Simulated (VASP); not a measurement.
Write the native input for VASP 6.6.1 that does the following.

```
Task                   : single point
Functional             : PBEsol
Potentials or basis    : VASP PAW PBE potentials, release 64 (Co, Si)
Cutoff                 : 520 eV
k mesh                 : 14 × 14 × 14
Occupations            : gaussian, width 0.15 eV
Spin                   : collinear spin, ferromagnetic start
Starting moments       : [1.925, 0.0, 0.0] μB
Fixed moment           : 1.925 μB
Dipole correction      : no
Further INCAR settings : ALGO = Normal; EDIFF = 1e-07; NBANDS = 20
```

The structure of CoSi2 lies in POSCAR:

```
CoSi2
1.0
    0.0000000000      2.6204501684      2.6204501684
    2.6204501684      0.0000000000      2.6204501684
    2.6204501684      2.6204501684      0.0000000000
Co Si
1 2
Direct
    0.0000000000      0.0000000000      0.0000000000
    0.2500000000      0.2500000000      0.2500000000
    0.7500000000      0.7500000000      0.7500000000
```

The input as run:

INCAR

```
SYSTEM = CoSi2
PREC = Accurate ; ENCUT = 520
EDIFF = 1E-7 ; ISMEAR = 0
SIGMA = 0.15 ; LREAL = .FALSE.
LASPH = .TRUE. ; NELM = 150
ALGO = Normal ; ISIF = 2
LWAVE = .FALSE. ; LCHARG = .FALSE.
ISPIN = 2 ; MAGMOM = 1.925 0 0
LORBIT = 11 ; NUPDOWN = 1.925
LMAXMIX = 4 ; GGA = PS
NBANDS = 20
```

KPOINTS

```
regular mesh
0
G
  14 14 14
  0 0 0
```

Potentials or basis: VASP PAW PBE potentials, release 64 (Co, Si).

Launch:

```bash
$ cat potpaw_PBE.64/Co/POTCAR potpaw_PBE.64/Si/POTCAR > POTCAR
$ mpirun -np 1 vasp_std > vasp.out
```

Results of the run:

- Pressure: 23.4 GPa
- Net moment: 1.93 μB per cell
- Site moments: Co +1.19; Si +0.16 μB
- Valence electrons inside the program's atomic spheres: Co 8.99; Si 1.66

Caveat: the PAW data sets were made with another functional, which shifts forces and pressure a little; the total moment is fixed, so each spin has its own Fermi level.

It took 110 s on 1 thread of AMD EPYC 9R45 96-Core Processor (Zen 5), with other jobs on the host, peak memory 0.22 GiB.
